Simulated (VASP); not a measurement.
# SnH2 (Cmmm) in VASP: relaxation of cell and atoms with PBE

Aim: the relaxation of cell and atoms of SnH2 with PBE.

All numbers are computed with VASP 6.6.1; they aren't measurements. Logs are shortened: lines on timing, memory, paths and dates and some standing lists are left out, and cuts for length are marked.

### 1 The cell of the first run

Symmetry: Cmmm, No. 65, orthorhombic system. Conventional cell: a = 3.279 Å, b = 6.170 Å, c = 5.594 Å, α = 90.00°, β = 90.00°, γ = 90.00°. Within 2.7 Å of Sn (site symmetry mmm) lie 4 H at 2.02 Å. Within 2.7 Å of H (site symmetry mm2) lie 2 Sn at 2.02 Å and 1 H at 2.34 Å.

The cell was generated, and may not be a known phase.

### 2 Relaxation of cell and atoms, PBE

INCAR

```
PREC     = Accurate       # precision mode
ENCUT    = 600            # plane-wave cutoff, eV
EDIFF    = 1E-6           # SCF threshold, eV
ISMEAR   = 0              # smearing method
SIGMA    = 0.1            # smearing width, eV
LREAL    = False          # projectors in reciprocal space
LASPH    = True           # aspherical terms in the spheres
NELM     = 100            # most SCF steps
ALGO     = Normal         # electronic algorithm
ISIF     = 3              # what is computed and relaxed
LWAVE    = False          # write WAVECAR
LCHARG   = False          # write CHGCAR
GGA      = PE             # functional
IBRION   = 2              # ionic algorithm
NSW      = 100            # ionic steps
EDIFFG   = -0.01          # ionic threshold
```

KPOINTS

```
Automatic mesh
0
Gamma
  16 16 8
```

POSCAR

```
SnH2
1.0
    1.6395642483     -3.0851364601      0.0000000000
    1.6395642483      3.0851364601      0.0000000000
    0.0000000000      0.0000000000      5.5941637058
Sn H
1 2
Direct
    0.0000000000      0.0000000000      0.5000000000
    0.5000000000      0.5000000000      0.2905993211
    0.5000000000      0.5000000000      0.7094006789
```

Potentials or basis: VASP PAW PBE potentials, release 64 (Sn_d, H).

On the command line:

```console
> cat potpaw_PBE.64/Sn_d/POTCAR potpaw_PBE.64/H/POTCAR > POTCAR
> mpirun -np 1 vasp_std > vasp.out
```

OUTCAR:

```text
PREC = Accurate
   ENCUT = 600
   EDIFF = 1E-6
   ISMEAR = 0
   LREAL = False
   LASPH = True
   NELM = 100
   ISIF = 3
   GGA = PE
   IBRION = 2
   NSW = 100
   EDIFFG = -0.01

 ion  position               nearest neighbor table
   1  0.000  0.000  0.500-   2 2.02   3 2.02   2 2.02   3 2.02
   2  0.500  0.500  0.291-   1 2.02   1 2.02
   3  0.500  0.500  0.709-   1 2.02   1 2.02

  LATTYP: Found a base centered orthorhombic cell.
 ALAT       =     3.2791284966
 B/A-ratio  =     1.8816807352
 C/A-ratio  =     1.7059910008

  Lattice vectors:

 A1 = (   1.6395642483,  -3.0851364601,   0.0000000000)
 A2 = (   1.6395642483,   3.0851364601,   0.0000000000)
 A3 = (   0.0000000000,   0.0000000000,   5.5941637058)

Analysis of symmetry for initial positions (statically):
=====================================================================
 Subroutine PRICEL returns:
 Original cell was already a primitive cell.

 Routine SETGRP: Setting up the symmetry group for a
 base centered orthorhombic supercell.

 Subroutine GETGRP returns: Found  8 space group operations
 (whereof  8 operations were pure point group operations)
 out of a pool of  8 trial point group operations.

The static configuration has the point symmetry D_2h.

Analysis of symmetry for dynamics (positions and initial velocities):
=====================================================================
 Subroutine PRICEL returns:
 Original cell was already a primitive cell.

 Routine SETGRP: Setting up the symmetry group for a
 base centered orthorhombic supercell.

 Subroutine GETGRP returns: Found  8 space group operations
 (whereof  8 operations were pure point group operations)
 out of a pool of  8 trial point group operations.

The dynamic configuration has the point symmetry D_2h.

 Subroutine INISYM returns: Found  8 space group operations
 (whereof  8 operations are pure point group operations),
 and found     1 'primitive' translations

----------------------------------------------------------------------------------------

                                     Primitive cell

  volume of cell :      56.5937

  direct lattice vectors                    reciprocal lattice vectors
     1.639564248 -3.085136460  0.000000000     0.304959077 -0.162067386  0.000000000
     1.639564248  3.085136460  0.000000000     0.304959077  0.162067386  0.000000000
     0.000000000  0.000000000  5.594163706     0.000000000  0.000000000  0.178757729

  length of vectors
     3.493742678  3.493742678  5.594163706     0.345348919  0.345348919  0.178757729

  position of ions in fractional coordinates (direct lattice)
     0.000000000  0.000000000  0.500000000
     0.500000000  0.500000000  0.290599321
     0.500000000  0.500000000  0.709400679

  ion indices of the primitive-cell ions
   primitive index   ion index
                 1           1
                 2           2
                 3           3

----------------------------------------------------------------------------------------

 KPOINTS: Automatic mesh

Automatic generation of k-mesh.
 Grid dimensions read from file:
 generate k-points for:   16   16    8

 Generating k-lattice:

  Cartesian coordinates                     Fractional coordinates (reciprocal lattice)
     0.019059942 -0.010129212  0.000000000     0.062500000 -0.000000000  0.000000000
     0.019059942  0.010129212  0.000000000    -0.000000000  0.062500000  0.000000000
     0.000000000  0.000000000  0.022344716     0.000000000  0.000000000  0.125000000

  Length of vectors
     0.021584307  0.021584307  0.022344716

  Shift w.r.t. Gamma in fractional coordinates (k-lattice)
     0.000000000  0.000000000  0.000000000

 Subroutine IBZKPT returns following result:
 ===========================================

 Found    365 irreducible k-points:

 Following reciprocal coordinates:
            Coordinates               Weight
  0.000000  0.000000  0.000000      1.000000
  0.062500  0.000000  0.000000      4.000000
  0.125000  0.000000  0.000000      4.000000
  0.187500  0.000000  0.000000      4.000000
  0.250000  0.000000  0.000000      4.000000
  0.312500  0.000000  0.000000      4.000000
[... 16 lines left out ...]
 -0.125000  0.062500  0.000000      4.000000
 -0.062500  0.062500  0.000000      2.000000
 [... further k-points ...]
   k-points           NKPTS =    365   k-points in BZ     NKDIM =    365   number of bands    NBANDS=     12
   number of dos      NEDOS =    301   number of ions     NIONS =      3
   total plane-waves  NPLWV =  37632
   dimension x,y,z NGX =    28 NGY =   28 NGZ =   48
   dimension x,y,z NGXF=    56 NGYF=   56 NGZF=   96
   ions per type =               1   2
   NGX,Y,Z   is equivalent  to a cutoff of  13.32, 13.32, 14.26 a.u.
   NGXF,Y,Z  is equivalent  to a cutoff of  26.65, 26.65, 28.53 a.u.
 SYSTEM =  unknown system
   PREC   = accura    normal or accurate (medium, high low for compatibility)
   ISTART =      0    job   : 0-new  1-cont  2-samecut
   ICHARG =      2    charge: 1-file 2-atom 10-const
   ISPIN  =      1    spin polarized calculation?
   LNONCOLLINEAR =      F non collinear calculations
   LSORBIT =      F    spin-orbit coupling
   LASPH  =      T    aspherical Exc in radial PAW
   ENCUT  =  600.0 eV  44.10 Ry    6.64 a.u.   6.98  6.98 11.17*2*pi/ulx,y,z
   NELM   =    100;   NELMIN=  2; NELMDL= -5     # of ELM steps
   EDIFF  = 0.1E-05   stopping-criterion for ELM
   LREAL  =      F    real-space projection
   EDIFFG = -.1E-01   stopping-criterion for IOM
   NSW    =    100    number of steps for IOM
   IBRION =      2    ionic relax: 0-MD 1-quasi-New 2-CG
   NFREE  =      1    steps in history (QN), initial steepest desc. (CG)
   ISIF   =      3    stress and relaxation
   ISYM   =      2    0-nonsym 1-usesym 2-fastsym
   POTIM  = 0.5000    time-step for ionic-motion
   TEBEG  =    0.0;   TEEND  =   0.0 temperature during run
   PSTRESS=    0.0 pullay stress
   NELECT =      16.0000    total number of electrons
   NUPDOWN=      -1.0000    fix difference up-down
   EMIN   =  10.00;   EMAX   =-10.00  energy-range for DOS
   EFERMI =   0.00;   METHOD = LEGACY
   ISMEAR =     0;   SIGMA  =   0.10  broadening in eV -4-tet -1-fermi 0-gaus
   EFERMI_NEDOS =   21; number of points for ismear=-14 and -15
   IALGO  =     38    algorithm
   IMIX   =      4    mixing-type and parameters
     AMIX     =   0.40;   BMIX     =  1.00
     AMIX_MAG =   1.60;   BMIX_MAG =  1.00
  volume/ion in A,a.u.               =      18.86       127.30
  Fermi-wavevector in a.u.,A,eV,Ry     =   1.074465  2.030444 15.707579  1.154474
  Thomas-Fermi vector in A             =   2.210294
   LORBIT       =      0    0 simple, 1 ext, 2 COOP (PROOUT), +10 PAW based schemes
   GGA     = PE    functional components
   LHFCALC =     F    Hartree Fock is set to
   AEXX    =    0.0000 exact exchange contribution
   IVDW    =     0    specifies the selected vdW correction
   LEPSILON=     F    determine dielectric tensor
   LRPA    =     F    only Hartree local field effects (RPA)
 conjugate gradient relaxation of ions
 non-spin polarized calculation
 Gauss-broadening in eV      SIGMA  =   0.10
  energy-cutoff  :      600.00
  volume of cell :       56.59
 maximum number of plane-waves:      1912
   NGX = 13   NGY = 13   NGZ = 23

 number of electron      15.9999999 magnetization

 Free energy of the ion-electron system (eV)
  ---------------------------------------------------
  ext. energy  EPLUGINS =         0.00000000
  ---------------------------------------------------
  free energy    TOTEN  =        -9.07052089 eV

  energy without entropy =       -9.06895646  energy(sigma->0) =       -9.06973868

 E-fermi :   2.3217     XC(G=0):  -7.4497

 val. band max:        2.3053793596   @ k =  -0.3125   0.1875   0.1250
 cond. band min:       2.3478706113   @ k =  -0.3125   0.1875   0.2500
 fundamental gap:      0.0424912517
 Fermi energy:         2.3216663369

 k-point     1 :       0.0000    0.0000    0.0000
  band No.  band energies     occupation
      1     -19.3133      2.00000
      2     -19.2669      2.00000
      3     -19.2141      2.00000
      4     -19.1959      2.00000
      5     -19.1511      2.00000
      6      -8.2308      2.00000
      7      -2.6203      2.00000
      8       3.5046      0.00000
      9       7.4337      0.00000
     10       8.0896      0.00000
     11       8.7232      0.00000
     12      10.0656      0.00000

 k-point     2 :       0.0625    0.0000    0.0000
  band No.  band energies     occupation
      1     -19.3088      2.00000
      2     -19.2616      2.00000
      3     -19.2147      2.00000
      4     -19.1967      2.00000
      5     -19.1557      2.00000
      6      -8.1621      2.00000
      7      -2.5477      2.00000
      8       3.4876      0.00000
      9       6.6580      0.00000
     10       7.8651      0.00000
     11       9.3886      0.00000
     12       9.8261      0.00000

 k-point     3 :       0.1250    0.0000    0.0000
  band No.  band energies     occupation
      1     -19.2983      2.00000
      2     -19.2447      2.00000
      3     -19.2167      2.00000
      4     -19.1984      2.00000
      5     -19.1686      2.00000
      6      -7.9555      2.00000
      7      -2.3321      2.00000
      8       3.3189      0.00000
      9       5.6424      0.00000
     10       7.1902      0.00000
     11       9.1672      0.00000
     12      10.4030      0.00000

 k-point     4 :       0.1875    0.0000    0.0000
  band No.  band energies     occupation
      1     -19.2885      2.00000
      2     -19.2201      2.00000
      3     -19.2160      2.00000
      4     -19.1985      2.00000
      5     -19.1874      2.00000
      6      -7.6104      2.00000
      7      -1.9795      2.00000
      8       2.6287      0.00001
      9       5.1197      0.00000
     10       6.4791      0.00000
     11       8.2216      0.00000
     12      10.4082      0.00000

 k-point     5 :       0.2500    0.0000    0.0000
  band No.  band energies     occupation
      1     -19.2835      2.00000
      2     -19.2266      2.00000
      3     -19.2068      2.00000
      4     -19.1974      2.00000
      5     -19.1766      2.00000
      6      -7.1259      2.00000
      7      -1.5015      2.00000
      8       1.4246      2.00000
      9       5.0706      0.00000
     10       5.9849      0.00000
     11       7.1255      0.00000
     12       9.7835      0.00000
[... 228 lines left out ...]
      1     -19.2858      2.00000
      2     -19.2263      2.00000
      3     -19.2173      2.00000
      4     -19.1877      2.00000
      5     -19.1844      2.00000
      6      -7.4003      2.00000
      7      -1.8305      2.00000
      8       2.4200      0.16448
      9       4.8832      0.00000
     10       5.4452      0.00000
     11       7.9996      0.00000
     12      11.0907      0.00000

 k-point    22 :      -0.1875    0.0625    0.0000
  band No.  band energies     occupation
      1     -19.2955      2.00000
      2     -19.2444      2.00000
      3     -19.2218      2.00000
      4     -19.1880      2.00000
      5     -19.1693      2.00000
      6      -7.7960      2.00000
      7      -2.2164      2.00000
      8       3.2649      0.00000
      9       5.5030      0.00000
     10       5.8545      0.00000
     11       8.9665      0.00000
     12      10.8657      0.00000

 k-point    23 :      -0.1250    0.0625    0.0000
  band No.  band energies     occupation
      1     -19.3069      2.00000
      2     -19.2601      2.00000
      3     -19.2183      2.00000
      4     -19.1901      2.00000
      5     -19.1563      2.00000
      6      -8.0549      2.00000
      7      -2.4688      2.00000
      8       3.5128      0.00000
      9       6.0899      0.00000
     10       7.0799      0.00000
     11       9.6442      0.00000
     12       9.6644      0.00000

 k-point    24 :      -0.0625    0.0625    0.0000
  band No.  band energies     occupation
      1     -19.3123      2.00000
      2     -19.2659      2.00000
      3     -19.2159      2.00000
      4     -19.1926      2.00000
      5     -19.1514      2.00000
      6      -8.1770      2.00000
      7      -2.5804      2.00000
      8       3.5274      0.00000
      9       6.7350      0.00000
     10       8.2273      0.00000
     11       8.5906      0.00000
     12       9.9772      0.00000

 [... further k-points ...]
[... 5 lines left out ...]
  --------------------------------------------------------------------------------------
  -------------------------------------------------------------------------------------
  Total       -0.0133973     -0.0141726     -0.0031591      0.0000000      0.0000000      0.0000000
  in kB       -0.3792805     -0.4012275     -0.0894349      0.0000000      0.0000000      0.0000000
  external PRESSURE =      -0.2899810 kB  Pullay stress =       0.0000000 kB

 VOLUME and BASIS-vectors are now :
 -----------------------------------------------------------------------------
  energy-cutoff  :      600.00
  volume of cell :       56.59
      direct lattice vectors                 reciprocal lattice vectors
     1.639564248 -3.085136460  0.000000000     0.304959077 -0.162067386  0.000000000
     1.639564248  3.085136460  0.000000000     0.304959077  0.162067386  0.000000000
     0.000000000  0.000000000  5.594163706     0.000000000  0.000000000  0.178757729

 POSITION                                       TOTAL-FORCE (eV/Angst)
 -----------------------------------------------------------------------------------
      0.00000      0.00000      2.79708         0.000000      0.000000      0.000000
      1.63956      0.00000      1.62566         0.000000      0.000000     -0.001915
      1.63956      0.00000      3.96850        -0.000000      0.000000      0.001915
 -----------------------------------------------------------------------------------
    total drift:                               -0.000000      0.000000      0.000000

  FREE ENERGIE OF THE ION-ELECTRON SYSTEM (eV)
  ---------------------------------------------------
  free  energy   TOTEN  =        -9.0705208905 eV

  energy  without entropy=       -9.0689564618  energy(sigma->0) =       -9.06973868

 reached required accuracy - stopping structural energy minimisation
```

Wall time 5.3 min (1 thread of Intel Xeon 8259CL, shared host); peak memory 0.44 GiB.

What came out:

```
Free energy             : -9.0705 eV
Pressure after relaxing : 0.0 GPa
Band gap on the k mesh  : zero (bands 8 and 9 overlap by 4.98 eV)
```

Final structure:
```
Sn H
1.0
     1.63956   -3.08514    0.00000
     1.63956    3.08514    0.00000
     0.00000    0.00000    5.59416
Sn H
1 2
Direct
  0.00000 0.00000 0.50000
  0.50000 0.50000 0.29060
  0.50000 0.50000 0.70940
```

Caveat: spin-orbit coupling is left out, which moves the levels of the heavy elements.

The gap in the log of VASP goes by the Fermi energy; the results here count the filled bands.